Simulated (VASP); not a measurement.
Runs of VASP 6.6.1 on FeSi. The structure is that of space group P2_13 (No. 198), or close to it. The cells are those of the table. 

```csv
cell,gap on the mesh (eV),pressure (GPa),largest force (eV/Å)
"a = 4.369 Å, 8 atoms",0.13,(a),0.05
"a = 4.380 Å, 8 atoms",0.13,-1.1,0.05
"a = 4.530 Å, 8 atoms",0.14,-20.3,0.04
"a = 4.430 Å, 8 atoms",0.14,-8.8,0.05
"a = 4.482 Å, 8 atoms",0.14,(b),0.04
```

Alike in all rows: task single point; level LDA; potentials or basis VASP PAW LDA potentials, release 64 (Fe, Si); no spin polarisation; k mesh 8 × 8 × 8; cutoff (eV) 520; smearing gaussian 0.01 eV.

Task: Fill in the values left out.

Result: (a) 0.9; (b) -15.3.

A k mesh can miss the band edges.
